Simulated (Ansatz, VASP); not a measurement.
**La: VASP beside Ansatz**

File INCAR:

```
  ALGO = Normal
  EDIFF = 1E-6
  ENCUT = 520
  GGA = CA
  ISIF = 2
  ISMEAR = -1
  LASPH = T
  LCHARG = F
  LREAL = F
  LWAVE = F
  NBANDS = 30
  NELM = 80
  PREC = Accurate
  SIGMA = 0.1
```

KPOINTS

```
k-points
0
Gamma
  13 13 4
```

Contents of POSCAR:

```
La
1.0
    3.5009530642      0.0000000000      0.0000000000
   -1.7504765321      3.0319142910      0.0000000000
    0.0000000000      0.0000000000     11.2357711778
La
4
Direct
    0.0000000000      0.0000000000      1.0000000000
    0.0000000000      0.0000000000      0.5000000000
    0.3333333333      0.6666666667      0.7500000000
    0.6666666667      0.3333333333      0.2500000000
```

Input for Ansatz:

```yaml
crystal:
  lattice:
    - [3.5009530642, 0.0, 0.0]
    - [-1.7504765321, 3.031914291, 0.0]
    - [0.0, 0.0, 11.2357711778]
  atoms:
    - { symbol: La, position: [0.0, 0.0, 1.0] }
    - { symbol: La, position: [0.0, 0.0, 0.5] }
    - { symbol: La, position: [0.3333333333, 0.6666666667, 0.75] }
    - { symbol: La, position: [0.6666666667, 0.3333333333, 0.25] }
hamiltonian:
  xc: lda
  pseudopotentials:
    kind: paw
    azcp:
      La: "pseudopotentials/La.paw.azcp"
basis:
  ecutwfc: 420
  fft_grid_basis: typed
kpoints:
  mp_grid: { grid: [13, 13, 4], shift: [0, 0, 0] }
magnetization:
  spin_polarized: false
scf:
  occupations: { method: fermi_dirac, width: 0.1 }
output:
  stress: true
```

Alike in both runs: task single point; functional LDA; k mesh 13 × 13 × 4; occupations fermi-dirac, width 0.1 eV; no spin polarisation.

```csv
,VASP,Ansatz
version,VASP 6.6.1,Ansatz 0.2.0
potentials or method,"VASP PAW LDA potentials, release 64 (La), cutoff 520 eV","plane waves (420 eV) with PAW, scalar-relativistic"
valence electrons in the cell,44,44
```

```csv
,VASP,Ansatz,Ansatz less VASP
pressure (GPa),2.5,2.6,+0.13
"traceless stress, the component that is largest in VASP (GPa)",0.21,0.22,+0.009
```

Ansatz warns that its potentials were made for another functional, while VASP's fit it. LDA's correlation is that of Perdew and Zunger in VASP and of Perdew and Wang (1992) in Ansatz.

Neither program's run includes spin-orbit coupling.
